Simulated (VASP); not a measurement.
Runs of VASP 6.6.1 on Y2SiSe. The structure is that of space group P4mm (No. 99), or close to it. The cells are those of the table. 

```csv
task,cell,k mesh,cutoff (eV),gap on the mesh (eV),pressure (GPa),largest force (eV/Å)
single point,"a = 4.940, b = 4.940, c = 4.400 Å, 4 atoms",4 × 4 × 4,520,none,25.1,(a)
single point,"a = 5.180, b = 5.180, c = 3.459 Å, 4 atoms",10 × 10 × 14,520,none,0.0,-
single point,"a = 5.179, b = 5.179, c = 3.513 Å, 4 atoms",4 × 4 × 6,520,none,-0.1,0.02
single point,"a = 5.205, b = 5.205, c = 3.466 Å, 4 atoms",4 × 4 × 4,520,none,0.1,(b)
relaxation of cell and atoms,"relaxed from a = 4.940, b = 4.940, c = 4.400 Å, 4 atoms",4 × 4 × 4,600,none,0.1,0.02
```

Alike in all rows: level PBE; potentials or basis VASP PAW PBE potentials, release 64 (Y_sv, Si, Se); no spin polarisation; smearing gaussian 0.1 eV.

**Question.** Estimate the missing entries.

**Answer.** (a) 2.20; (b) 0.01.

Caveats: some runs use coarse meshes; forces of over 1 eV/Å act on the atoms, so gaps and moduli don't describe the material at rest (some runs).

A k mesh can miss the band edges, and the runs leave out spin-orbit coupling on Se, Y.

A gap of «none» marks levels without a gap at the run's occupations.
